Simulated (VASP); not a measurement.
# TaTi4 (P1) in VASP: single point with PBE

Aim: the single point of TaTi4 with PBE.

Everything below comes from runs of VASP 6.6.1. Logs are shortened: lines on timing, memory, paths and dates and some standing lists are left out, and cuts for length are marked.

### 1 The cell of the first run

The typed cell holds 10 atoms: a = 2.906 Å, b = 2.903 Å, c = 23.688 Å, α = 90.06°, β = 89.94°, γ = 118.35°.

### 2 Single point, PBE

File INCAR:

```
PREC = Accurate
ENCUT = 520
EDIFF = 1E-6
ISMEAR = 0
SIGMA = 0.2
LREAL = False
LASPH = True
NELM = 60
ALGO = Fast
ISIF = 2
LWAVE = False
LCHARG = True
GGA = PE
LELF = True
LVHAR = True
NBANDS = 70
```

File KPOINTS:

```
Automatic mesh
0
Gamma
  8 8 1
```

File POSCAR:

```
TaTi4
1.0
    1.4898357146     -2.4950164709      0.0014038963
    1.4871260751      2.4936016257     -0.0013487159
    0.0001606786     -0.0149394920     23.6878627385
Ti Ta
8 2
Direct
    0.3240384481      0.6738774354      0.0495972680
    0.6747488185      0.3259256137      0.1477306871
    0.6792665262      0.3221864100      0.3522698442
    0.3220861677      0.6766559790      0.8522615299
    0.6726377030      0.3277617735      0.9503989816
    0.6750578203      0.3270437046      0.5495942721
    0.3274176076      0.6721837687      0.4504043129
    0.3232631023      0.6762657479      0.6477330075
    0.2011315379      0.7993584741      0.2500111448
    0.8003522685      0.1987410931      0.7499989518
```

Potentials or basis: VASP PAW PBE potentials, release 64 (Ti_sv, Ta_pv).

Launch:

```sh
cat potpaw_PBE.64/Ti_sv/POTCAR potpaw_PBE.64/Ta_pv/POTCAR > POTCAR
mpirun -np 1 vasp_std > vasp.out
```

OUTCAR:

```text
PREC = Accurate
   ENCUT = 520
   EDIFF = 1E-6
   ISMEAR = 0
   LREAL = False
   LASPH = True
   NELM = 60
   ISIF = 2
   GGA = PE

 ion  position               nearest neighbor table
   1  0.324  0.674  0.050-   2 2.86   2 2.86   5 2.88   5 2.89   2 2.91   5 2.92
   2  0.675  0.326  0.148-   9 2.85   9 2.85   1 2.86   1 2.86   1 2.91
   3  0.679  0.322  0.352-   9 2.84   9 2.85   7 2.86   7 2.86   7 2.91
   4  0.322  0.677  0.852-  10 2.85  10 2.85   5 2.86   5 2.86   5 2.91
   5  0.673  0.328  0.950-   4 2.86   4 2.86   1 2.88   1 2.89   4 2.91   1 2.92
   6  0.675  0.327  0.550-   8 2.86   8 2.86   7 2.88   7 2.89   8 2.91   7 2.92
   7  0.327  0.672  0.450-   3 2.86   3 2.86   6 2.88   6 2.89   3 2.91   6 2.92
   8  0.323  0.676  0.648-  10 2.84  10 2.85   6 2.86   6 2.86   6 2.91
   9  0.201  0.799  0.250-   3 2.84   3 2.85   2 2.85   2 2.85
  10  0.800  0.199  0.750-   8 2.84   4 2.85   4 2.85   8 2.85

  LATTYP: Found a triclinic cell.
 ALAT       =     2.9059799754
 B/A-ratio  =     0.9991040824
 C/A-ratio  =     8.1514214312
 COS(alpha) =     0.0010027276
 COS(beta)  =     0.0010280737
 COS(gamma) =     0.4748053143

  Lattice vectors:

 A1 = (  -1.4898357146,   2.4950164709,  -0.0014038963)
 A2 = (   1.4871260751,   2.4936016257,  -0.0013487159)
 A3 = (  -0.0001606786,   0.0149394920, -23.6878627385)

Analysis of symmetry for initial positions (statically):
=====================================================================
 Subroutine PRICEL returns:
 Original cell was already a primitive cell.

 Routine SETGRP: Setting up the symmetry group for a
 triclinic supercell.

 Subroutine GETGRP returns: Found  1 space group operations
 (whereof  1 operations were pure point group operations)
 out of a pool of  2 trial point group operations.

The static configuration has the point symmetry C_1 .

Analysis of symmetry for dynamics (positions and initial velocities):
=====================================================================
 Subroutine PRICEL returns:
 Original cell was already a primitive cell.

 Routine SETGRP: Setting up the symmetry group for a
 triclinic supercell.

 Subroutine GETGRP returns: Found  1 space group operations
 (whereof  1 operations were pure point group operations)
 out of a pool of  2 trial point group operations.

The dynamic configuration has the point symmetry C_1 .

 Subroutine INISYM returns: Found  1 space group operations
 (whereof  1 operations are pure point group operations),
 and found     1 'primitive' translations

----------------------------------------------------------------------------------------

                                     Primitive cell

  volume of cell :     175.8932

  direct lattice vectors                    reciprocal lattice vectors
     1.489835715 -2.495016471  0.001403896     0.335817764 -0.200273982 -0.000128587
     1.487126075  2.493601626 -0.001348716     0.336008299  0.200638891  0.000124260
     0.000160679 -0.014939492 23.687862739    -0.000000771  0.000023293  0.042215727

  length of vectors
     2.905979975  2.903376457 23.687867450     0.391002883  0.391353493  0.042215733

  position of ions in fractional coordinates (direct lattice)
     0.324038448  0.673877435  0.049597268
     0.674748818  0.325925614  0.147730687
     0.679266526  0.322186410  0.352269844
     0.322086168  0.676655979  0.852261530
     0.672637703  0.327761774  0.950398982
     0.675057820  0.327043705  0.549594272
     0.327417608  0.672183769  0.450404313
     0.323263102  0.676265748  0.647733008
     0.201131538  0.799358474  0.250011145
     0.800352268  0.198741093  0.749998952

  ion indices of the primitive-cell ions
   primitive index   ion index
                 1           1
                 2           2
                 3           3
                 4           4
                 5           5
                 6           6
                 7           7
                 8           8
                 9           9
                10          10

----------------------------------------------------------------------------------------

 KPOINTS: Automatic mesh

Automatic generation of k-mesh.
 Grid dimensions read from file:
 generate k-points for:    8    8    1

 Generating k-lattice:

  Cartesian coordinates                     Fractional coordinates (reciprocal lattice)
     0.041977220 -0.025034248 -0.000016073     0.125000000 -0.000000000 -0.000000000
     0.042001037  0.025079861  0.000015532     0.000000000  0.125000000  0.000000000
    -0.000000771  0.000023293  0.042215727     0.000000000 -0.000000000  1.000000000

  Length of vectors
     0.048875360  0.048919187  0.042215733

  Shift w.r.t. Gamma in fractional coordinates (k-lattice)
     0.000000000  0.000000000  0.000000000

 Subroutine IBZKPT returns following result:
 ===========================================

 Found     34 irreducible k-points:

 Following reciprocal coordinates:
            Coordinates               Weight
  0.000000  0.000000  0.000000      1.000000
  0.125000 -0.000000  0.000000      2.000000
  0.250000 -0.000000  0.000000      2.000000
  0.375000 -0.000000  0.000000      2.000000
  0.500000 -0.000000  0.000000      1.000000
 -0.000000  0.125000 -0.000000      2.000000
[... 16 lines left out ...]
  0.125000  0.375000  0.000000      2.000000
  0.250000  0.375000 -0.000000      2.000000
 [... further k-points ...]
   k-points           NKPTS =     34   k-points in BZ     NKDIM =     34   number of bands    NBANDS=     70
   number of dos      NEDOS =    301   number of ions     NIONS =     10
   total plane-waves  NPLWV = 103680
   dimension x,y,z NGX =    24 NGY =   24 NGZ =  180
   dimension x,y,z NGXF=    48 NGYF=   48 NGZF=  360
   ions per type =               8   2
   NGX,Y,Z   is equivalent  to a cutoff of  13.73, 13.74, 12.63 a.u.
   NGXF,Y,Z  is equivalent  to a cutoff of  27.46, 27.48, 25.27 a.u.
 SYSTEM =  unknown system
   PREC   = accura    normal or accurate (medium, high low for compatibility)
   ISTART =      0    job   : 0-new  1-cont  2-samecut
   ICHARG =      2    charge: 1-file 2-atom 10-const
   ISPIN  =      1    spin polarized calculation?
   LNONCOLLINEAR =      F non collinear calculations
   LSORBIT =      F    spin-orbit coupling
   LASPH  =      T    aspherical Exc in radial PAW
   ENCUT  =  520.0 eV  38.22 Ry    6.18 a.u.   5.40  5.40 44.04*2*pi/ulx,y,z
   NELM   =     60;   NELMIN=  2; NELMDL= -5     # of ELM steps
   EDIFF  = 0.1E-05   stopping-criterion for ELM
   LREAL  =      F    real-space projection
   EDIFFG = 0.1E-04   stopping-criterion for IOM
   NSW    =      0    number of steps for IOM
   IBRION =     -1    ionic relax: 0-MD 1-quasi-New 2-CG
   NFREE  =      0    steps in history (QN), initial steepest desc. (CG)
   ISIF   =      2    stress and relaxation
   ISYM   =      2    0-nonsym 1-usesym 2-fastsym
   POTIM  = 0.5000    time-step for ionic-motion
   TEBEG  =    0.0;   TEEND  =   0.0 temperature during run
   PSTRESS=    0.0 pullay stress
   NELECT =     118.0000    total number of electrons
   NUPDOWN=      -1.0000    fix difference up-down
   EMIN   =  10.00;   EMAX   =-10.00  energy-range for DOS
   EFERMI =   0.00;   METHOD = LEGACY
   ISMEAR =     0;   SIGMA  =   0.20  broadening in eV -4-tet -1-fermi 0-gaus
   EFERMI_NEDOS =   21; number of points for ismear=-14 and -15
   IALGO  =     68    algorithm
   IMIX   =      4    mixing-type and parameters
     AMIX     =   0.40;   BMIX     =  1.00
     AMIX_MAG =   1.60;   BMIX_MAG =  1.00
  volume/ion in A,a.u.               =      17.59       118.70
  Fermi-wavevector in a.u.,A,eV,Ry     =   1.433131  2.708224 27.944509  2.053863
  Thomas-Fermi vector in A             =   2.552682
   LORBIT       =      0    0 simple, 1 ext, 2 COOP (PROOUT), +10 PAW based schemes
   GGA     = PE    functional components
   LHFCALC =     F    Hartree Fock is set to
   AEXX    =    0.0000 exact exchange contribution
   IVDW    =     0    specifies the selected vdW correction
   LEPSILON=     F    determine dielectric tensor
   LRPA    =     F    only Hartree local field effects (RPA)
 non-spin polarized calculation
 RMM-DIIS sequential band-by-band and
 Gauss-broadening in eV      SIGMA  =   0.20
  energy-cutoff  :      520.00
  volume of cell :      175.89
 maximum number of plane-waves:      4817
 NGX is ok and might be reduce to    24
   NGX = 11   NGY = 11   NGZ = 89

 number of electron     117.9999986 magnetization

 Free energy of the ion-electron system (eV)
  ---------------------------------------------------
  ext. energy  EPLUGINS =         0.00000000
  ---------------------------------------------------
  free energy    TOTEN  =       -86.02967393 eV

  energy without entropy =      -85.75018475  energy(sigma->0) =      -85.88992934

 E-fermi :   7.6429     XC(G=0): -11.7053

 val. band max:        7.6428012226   @ k =   0.3750   0.2500   0.0000
 cond. band min:       7.6454554585   @ k =   0.3750   0.1250   0.0000
 fundamental gap:      0.0026542358
 Fermi energy:         7.6429075325

 k-point     1 :       0.0000    0.0000    0.0000
  band No.  band energies     occupation
      1     -49.1007      2.00000
      2     -49.1000      2.00000
      3     -49.0458      2.00000
      4     -49.0448      2.00000
      5     -48.9726      2.00000
      6     -48.9700      2.00000
[... 62 lines left out ...]
     69       8.7985      0.00000
     70       8.9646      0.00000

 k-point     2 :       0.1250   -0.0000    0.0000
  band No.  band energies     occupation
      1     -49.0871      2.00000
      2     -49.0864      2.00000
      3     -49.0352      2.00000
      4     -49.0342      2.00000
      5     -48.9634      2.00000
      6     -48.9607      2.00000
[... 62 lines left out ...]
     69       8.8915      0.00000
     70       8.9715      0.00000

 k-point     3 :       0.2500   -0.0000    0.0000
  band No.  band energies     occupation
      1     -49.0530      2.00000
      2     -49.0524      2.00000
      3     -49.0101      2.00000
      4     -49.0093      2.00000
      5     -48.9415      2.00000
      6     -48.9385      2.00000
[... 1522 lines left out ...]
     69       8.5856      0.00000
     70       8.8249      0.00000

 k-point    24 :       0.2500    0.3750   -0.0000
  band No.  band energies     occupation
      1     -48.9816      2.00000
      2     -48.9810      2.00000
      3     -48.9740      2.00000
      4     -48.9735      2.00000
      5     -48.9029      2.00000
      6     -48.8988      2.00000
[... 62 lines left out ...]
     69       8.8992      0.00000
     70       8.9388      0.00000

 [... further k-points ...]
[... 5 lines left out ...]
  --------------------------------------------------------------------------------------
  -------------------------------------------------------------------------------------
  Total       -0.2786237     -0.1395808     -0.2294308      0.0333324      0.0306510     -0.0004953
  in kB       -2.5379289     -1.2714144     -2.0898406      0.3036187      0.2791942     -0.0045120
  external PRESSURE =      -1.9663946 kB  Pullay stress =       0.0000000 kB

 VOLUME and BASIS-vectors are now :
 -----------------------------------------------------------------------------
  energy-cutoff  :      520.00
  volume of cell :      175.89
      direct lattice vectors                 reciprocal lattice vectors
     1.489835715 -2.495016471  0.001403896     0.335817764 -0.200273982 -0.000128587
     1.487126075  2.493601626 -0.001348716     0.336008299  0.200638891  0.000124260
     0.000160679 -0.014939492 23.687862739    -0.000000771  0.000023293  0.042215727

 POSITION                                       TOTAL-FORCE (eV/Angst)
 -----------------------------------------------------------------------------------
      1.48491      0.87116      1.17440         0.001497     -0.002171     -0.001153
      1.48998     -0.87299      3.49993        -0.000296     -0.000054     -0.006876
      1.49118     -0.89664      8.34504        -0.000343      0.014249      0.006893
      1.48627      0.87097     20.18779        -0.000712     -0.011839      0.007946
      1.48970     -0.87513     22.51342        -0.000390      0.004135      0.001483
      1.49217     -0.87697     13.01922        -0.001354      0.003066     -0.001341
      1.48749      0.85252     10.66867         0.000681     -0.004266      0.001573
      1.48741      0.87011     15.34295        -0.000648     -0.011245     -0.006998
      1.48844      1.48772      5.92143        -0.000638     -0.006181     -0.000987
      1.48807     -1.51252     17.76673         0.002204      0.014306     -0.000539
 -----------------------------------------------------------------------------------
    total drift:                                0.000048      0.000039     -0.000075

  FREE ENERGIE OF THE ION-ELECTRON SYSTEM (eV)
  ---------------------------------------------------
  free  energy   TOTEN  =       -86.0296739344 eV

  energy  without entropy=      -85.7501847501  energy(sigma->0) =      -85.88992934
```

It took 43 min on 1 thread of AMD EPYC 7R43 (Zen 3), shared host; peak memory 0.48 GiB.

Results:

- Free energy: -86.0297 eV
- Pressure: -0.2 GPa
- Largest force: 0.016 eV/Å
- Band gap on the k mesh: zero (band 59 reaches 8.26 eV, above the bottom of band 60 at 7.24 eV)

Forces on the atoms (eV/Å):
```
Ti   0.001 -0.002 -0.001
Ti   0.000  0.000 -0.007
Ti   0.000  0.014  0.007
Ti  -0.001 -0.012  0.008
Ti   0.000  0.004  0.001
Ti  -0.001  0.003 -0.001
Ti   0.001 -0.004  0.002
Ti  -0.001 -0.011 -0.007
Ta  -0.001 -0.006 -0.001
Ta   0.002  0.014 -0.001
```

Stress tensor (GPa, compression positive):
```
-0.25  0.03  0.00
 0.03 -0.13  0.03
 0.00  0.03 -0.21
```

Caveat: spin-orbit coupling is left out, which moves the levels of the heavy elements.
